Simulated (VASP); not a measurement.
# P in VASP: single point with PBEsol

Aim: the single point of P with PBEsol.

Program: VASP 6.6.1. These are calculated values, not measurements. Logs are shortened: lines on timing, memory, paths and dates and some standing lists are left out, and cuts for length are marked.

## 1. The cell of the first run

The cell holds a slab with vacuum, 4 atoms: a = 3.284 Å, b = 34.857 Å, c = 4.632 Å, α = 90.00°, β = 90.00°, γ = 90.00°.

## 2. Single point, PBEsol

File INCAR:

```
SYSTEM = P
ALGO     = Normal         ! electronic algorithm
EDIFF    = 1E-7           ! SCF threshold, eV
ENCUT    = 520            ! plane-wave cutoff, eV
GGA      = PS             ! functional
ISIF     = 2              ! what is computed and relaxed
ISMEAR   = 0              ! smearing method
LASPH    = .TRUE.         ! aspherical terms in the spheres
LCHARG   = .TRUE.         ! write CHGCAR
LELF     = .TRUE.         ! ELF
LREAL    = .FALSE.        ! projectors in reciprocal space
LVHAR    = .TRUE.       
LWAVE    = .FALSE.        ! write WAVECAR
NBANDS   = 18             ! bands
NELM     = 80             ! most SCF steps
PREC     = Accurate       ! precision mode
SIGMA    = 0.05           ! smearing width, eV
```

File KPOINTS:

```
k-points
0
G
  8 1 6
  0 0 0
```

File POSCAR:

```
P
1.0
    3.2837277200      0.0000000000      0.0000000000
    0.0000000000     34.8570309900      0.0000000000
    0.0000000000      0.0000000000      4.6320847100
P
4
Direct
    0.0000000000      0.9702614300      0.5921507200
    0.0000000000      0.0297385700      0.4078492800
    0.5000000000      0.0297385700      0.0921507200
    0.5000000000      0.9702614300      0.9078492800
```

Potentials or basis: VASP PAW PBE potentials, release 64 (P).

Run with:

```
cat potpaw_PBE.64/P/POTCAR > POTCAR
mpirun -np 1 vasp_std > vasp.out
```

OUTCAR:

```text
SYSTEM = P
   EDIFF = 1E-7
   ENCUT = 520
   GGA = PS
   ISIF = 2
   ISMEAR = 0
   LASPH = .TRUE.
   LREAL = .FALSE.
   NELM = 80
   PREC = Accurate

 ion  position               nearest neighbor table
   1  0.000  0.970  0.592-   4 2.20   4 2.20   2 2.24
   2  0.000  0.030  0.408-   3 2.20   3 2.20   1 2.24
   3  0.500  0.030  0.092-   2 2.20   2 2.20   4 2.24
   4  0.500  0.970  0.908-   1 2.20   1 2.20   3 2.24

  LATTYP: Found a simple orthorhombic cell.
 ALAT       =     3.2837277200
 B/A-ratio  =     1.4106177811
 C/A-ratio  =    10.6150795566

  Lattice vectors:

 A1 = (  -3.2837277200,   0.0000000000,   0.0000000000)
 A2 = (   0.0000000000,   0.0000000000,   4.6320847100)
 A3 = (   0.0000000000,  34.8570309900,   0.0000000000)

Analysis of symmetry for initial positions (statically):
=====================================================================
 Subroutine PRICEL returns:
 Original cell was already a primitive cell.

 Routine SETGRP: Setting up the symmetry group for a
 simple orthorhombic supercell.

 Subroutine GETGRP returns: Found  8 space group operations
 (whereof  4 operations were pure point group operations)
 out of a pool of  8 trial point group operations.

The static configuration has the point symmetry C_2h.
 The point group associated with its full space group is D_2h.

Analysis of symmetry for dynamics (positions and initial velocities):
=====================================================================
 Subroutine PRICEL returns:
 Original cell was already a primitive cell.

 Routine SETGRP: Setting up the symmetry group for a
 simple orthorhombic supercell.

 Subroutine GETGRP returns: Found  8 space group operations
 (whereof  4 operations were pure point group operations)
 out of a pool of  8 trial point group operations.

The dynamic configuration has the point symmetry C_2h.
 The point group associated with its full space group is D_2h.

 Subroutine INISYM returns: Found  8 space group operations
 (whereof  4 operations are pure point group operations),
 and found     1 'primitive' translations

----------------------------------------------------------------------------------------

                                     Primitive cell

  volume of cell :     530.1930

  direct lattice vectors                    reciprocal lattice vectors
     3.283727720  0.000000000  0.000000000     0.304531948  0.000000000  0.000000000
     0.000000000 34.857030990  0.000000000     0.000000000  0.028688617  0.000000000
     0.000000000  0.000000000  4.632084710     0.000000000  0.000000000  0.215885516

  length of vectors
     3.283727720 34.857030990  4.632084710     0.304531948  0.028688617  0.215885516

  position of ions in fractional coordinates (direct lattice)
     0.000000000  0.970261430  0.592150720
     0.000000000  0.029738570  0.407849280
     0.500000000  0.029738570  0.092150720
     0.500000000  0.970261430  0.907849280

  ion indices of the primitive-cell ions
   primitive index   ion index
                 1           1
                 2           2
                 3           3
                 4           4

----------------------------------------------------------------------------------------

 KPOINTS: k-points

Automatic generation of k-mesh.
 Grid dimensions read from file:
 generate k-points for:    8    1    6

 Generating k-lattice:

  Cartesian coordinates                     Fractional coordinates (reciprocal lattice)
     0.038066494  0.000000000  0.000000000     0.125000000  0.000000000  0.000000000
     0.000000000  0.028688617  0.000000000     0.000000000  1.000000000  0.000000000
     0.000000000  0.000000000  0.035980919     0.000000000  0.000000000  0.166666667

  Length of vectors
     0.038066494  0.028688617  0.035980919

  Shift w.r.t. Gamma in fractional coordinates (k-lattice)
     0.000000000  0.000000000  0.000000000

 Subroutine IBZKPT returns following result:
 ===========================================

 Found     20 irreducible k-points:

 Following reciprocal coordinates:
            Coordinates               Weight
  0.000000  0.000000  0.000000      1.000000
  0.125000  0.000000  0.000000      2.000000
  0.250000  0.000000  0.000000      2.000000
  0.375000  0.000000  0.000000      2.000000
  0.500000  0.000000  0.000000      1.000000
  0.000000  0.000000  0.166667      2.000000
[... 12 lines left out ...]
  0.375000  0.000000  0.500000      2.000000
  0.500000  0.000000  0.500000      1.000000
   k-points           NKPTS =     20   k-points in BZ     NKDIM =     20   number of bands    NBANDS=     18
   number of dos      NEDOS =    301   number of ions     NIONS =      4
   total plane-waves  NPLWV = 233280
   dimension x,y,z NGX =    24 NGY =  270 NGZ =   36
   dimension x,y,z NGXF=    48 NGYF=  540 NGZF=   72
   ions per type =               4
   NGX,Y,Z   is equivalent  to a cutoff of  12.15, 12.88, 12.92 a.u.
   NGXF,Y,Z  is equivalent  to a cutoff of  24.30, 25.75, 25.84 a.u.
 SYSTEM =  P
   PREC   = accura    normal or accurate (medium, high low for compatibility)
   ISTART =      0    job   : 0-new  1-cont  2-samecut
   ICHARG =      2    charge: 1-file 2-atom 10-const
   ISPIN  =      1    spin polarized calculation?
   LNONCOLLINEAR =      F non collinear calculations
   LSORBIT =      F    spin-orbit coupling
   LASPH  =      T    aspherical Exc in radial PAW
   ENCUT  =  520.0 eV  38.22 Ry    6.18 a.u.   6.11 64.81  8.61*2*pi/ulx,y,z
   NELM   =     80;   NELMIN=  2; NELMDL= -5     # of ELM steps
   EDIFF  = 0.1E-06   stopping-criterion for ELM
   LREAL  =      F    real-space projection
   EDIFFG = 0.1E-05   stopping-criterion for IOM
   NSW    =      0    number of steps for IOM
   IBRION =     -1    ionic relax: 0-MD 1-quasi-New 2-CG
   NFREE  =      0    steps in history (QN), initial steepest desc. (CG)
   ISIF   =      2    stress and relaxation
   ISYM   =      2    0-nonsym 1-usesym 2-fastsym
   POTIM  = 0.5000    time-step for ionic-motion
   TEBEG  =    0.0;   TEEND  =   0.0 temperature during run
   PSTRESS=    0.0 pullay stress
   NELECT =      20.0000    total number of electrons
   NUPDOWN=      -1.0000    fix difference up-down
   EMIN   =  10.00;   EMAX   =-10.00  energy-range for DOS
   EFERMI =   0.00;   METHOD = LEGACY
   ISMEAR =     0;   SIGMA  =   0.05  broadening in eV -4-tet -1-fermi 0-gaus
   EFERMI_NEDOS =   21; number of points for ismear=-14 and -15
   IALGO  =     38    algorithm
   IMIX   =      4    mixing-type and parameters
     AMIX     =   0.40;   BMIX     =  1.00
     AMIX_MAG =   1.60;   BMIX_MAG =  1.00
  volume/ion in A,a.u.               =     132.55       894.48
  Fermi-wavevector in a.u.,A,eV,Ry     =   0.549044  1.037542  4.101461  0.301449
  Thomas-Fermi vector in A             =   1.580001
   LORBIT       =      0    0 simple, 1 ext, 2 COOP (PROOUT), +10 PAW based schemes
   GGA     = PS    functional components
   LHFCALC =     F    Hartree Fock is set to
   AEXX    =    0.0000 exact exchange contribution
   IVDW    =     0    specifies the selected vdW correction
   LEPSILON=     F    determine dielectric tensor
   LRPA    =     F    only Hartree local field effects (RPA)
 non-spin polarized calculation
 Gauss-broadening in eV      SIGMA  =   0.05
  energy-cutoff  :      520.00
  volume of cell :      530.19
 maximum number of plane-waves:     14344
   NGX = 13   NGY =129   NGZ = 17

 number of electron      20.0000001 magnetization

 Free energy of the ion-electron system (eV)
  ---------------------------------------------------
  ext. energy  EPLUGINS =         0.00000000
  ---------------------------------------------------
  free energy    TOTEN  =       -22.81474911 eV

  energy without entropy =      -22.81474911  energy(sigma->0) =      -22.81474911

 E-fermi :  -3.2331     XC(G=0):  -1.7558

 val. band max:       -3.4542912980   @ k =   0.0000   0.0000   0.0000
 cond. band min:      -2.5580824844   @ k =   0.0000   0.0000   0.0000
 fundamental gap:      0.8962088136
 Fermi energy:        -3.2330519765

 k-point     1 :       0.0000    0.0000    0.0000
  band No.  band energies     occupation
      1     -18.6113      2.00000
      2     -16.1148      2.00000
      3     -12.7366      2.00000
      4      -9.2707      2.00000
      5      -8.1125      2.00000
      6      -8.0917      2.00000
[... 10 lines left out ...]
     17       1.6359      0.00000
     18       1.7748      0.00000

 k-point     2 :       0.1250    0.0000    0.0000
  band No.  band energies     occupation
      1     -18.4228      2.00000
      2     -15.9184      2.00000
      3     -12.8084      2.00000
      4      -9.1300      2.00000
      5      -8.3029      2.00000
      6      -7.9248      2.00000
[... 10 lines left out ...]
     17       1.7467      0.00000
     18       1.8532      0.00000

 k-point     3 :       0.2500    0.0000    0.0000
  band No.  band energies     occupation
      1     -17.8633      2.00000
      2     -15.3317      2.00000
      3     -13.2740      2.00000
      4      -9.5682      2.00000
      5      -8.9951      2.00000
      6      -8.7549      2.00000
[... 10 lines left out ...]
     17       2.0443      0.00000
     18       2.3413      0.00000

 k-point     4 :       0.3750    0.0000    0.0000
  band No.  band energies     occupation
      1     -16.9542      2.00000
      2     -14.3946      2.00000
      3     -14.3636      2.00000
      4     -11.3846      2.00000
      5      -9.0843      2.00000
      6      -8.3886      2.00000
[... 291 lines left out ...]
      4     -11.8692      2.00000
      5      -9.0153      2.00000
      6      -9.0153      2.00000
[... 10 lines left out ...]
     17       2.8941      0.00000
     18       2.8941      0.00000

 k-point    19 :       0.3750    0.0000    0.5000
  band No.  band energies     occupation
      1     -15.9887      2.00000
      2     -15.9887      2.00000
      3     -12.6895      2.00000
      4     -12.6895      2.00000
      5      -9.2020      2.00000
      6      -9.2020      2.00000
[... 10 lines left out ...]
     17       3.1645      0.00000
     18       3.1645      0.00000

 k-point    20 :       0.5000    0.0000    0.5000
  band No.  band energies     occupation
      1     -15.3900      2.00000
      2     -15.3900      2.00000
      3     -13.4478      2.00000
      4     -13.4478      2.00000
      5      -8.5376      2.00000
      6      -8.5376      2.00000
[... 10 lines left out ...]
     17       3.0468      0.00000
     18       3.0468      0.00000

------------------------ aborting loop because EDIFF is reached ----------------------------------------

  FORCE on cell =-STRESS in cart. coord.  units (eV):
  Direction    XX          YY          ZZ          XY          YZ          ZX
  --------------------------------------------------------------------------------------
  -------------------------------------------------------------------------------------
  Total       -0.4674186      0.1698446     -0.1391932      0.0000000     -0.0000000      0.0000000
  in kB       -1.4124808      0.5132493     -0.4206246      0.0000000     -0.0000000      0.0000000
  external PRESSURE =      -0.4399520 kB  Pullay stress =       0.0000000 kB

 VOLUME and BASIS-vectors are now :
 -----------------------------------------------------------------------------
  energy-cutoff  :      520.00
  volume of cell :      530.19
      direct lattice vectors                 reciprocal lattice vectors
     3.283727720  0.000000000  0.000000000     0.304531948  0.000000000  0.000000000
     0.000000000 34.857030990  0.000000000     0.000000000  0.028688617  0.000000000
     0.000000000  0.000000000  4.632084710     0.000000000  0.000000000  0.215885516

 POSITION                                       TOTAL-FORCE (eV/Angst)
 -----------------------------------------------------------------------------------
      0.00000     33.82043      2.74289         0.000000     -0.044363     -0.251585
      0.00000      1.03660      1.88919         0.000000      0.044363      0.251585
      1.64186      1.03660      0.42685         0.000000      0.044363     -0.251585
      1.64186     33.82043      4.20523         0.000000     -0.044363      0.251585
 -----------------------------------------------------------------------------------
    total drift:                               -0.000000      0.000000     -0.000000

  FREE ENERGIE OF THE ION-ELECTRON SYSTEM (eV)
  ---------------------------------------------------
  free  energy   TOTEN  =       -22.8147491136 eV

  energy  without entropy=      -22.8147491136  energy(sigma->0) =      -22.81474911
```

Run time: 3.2 min. Hardware: 1 thread of Intel Xeon Platinum 8488C (Sapphire Rapids), shared host; peak memory 0.55 GiB.

What came out:

```
Free energy            : -22.8147 eV
Largest force          : 0.255 eV/Å
Band gap on the k mesh : 0.90 eV, direct
```

Forces in eV/Å, atoms in the order of the input:
```
P    0.000 -0.044 -0.252
P    0.000  0.044  0.252
P    0.000  0.044 -0.252
P    0.000 -0.044  0.252
```

Levels at points of the mesh, in eV from the valence-band top:
```tsv
k point	band 8	band 9	band 10	band 11	band 12	band 13
(0.00, 0.00, 0.00)	-1.87	-1.67	0.00	0.90	1.47	2.58
(0.50, 0.00, 0.00)	-2.77	-2.01	-2.01	1.15	1.15	2.19
(0.00, 0.00, 0.50)	-2.68	-1.40	-1.40	2.02	2.02	3.71
(0.50, 0.00, 0.50)	-4.61	-1.09	-1.09	2.30	2.30	3.75
```

Caveat: the PAW data sets were made with another functional, which shifts forces and pressure a little.
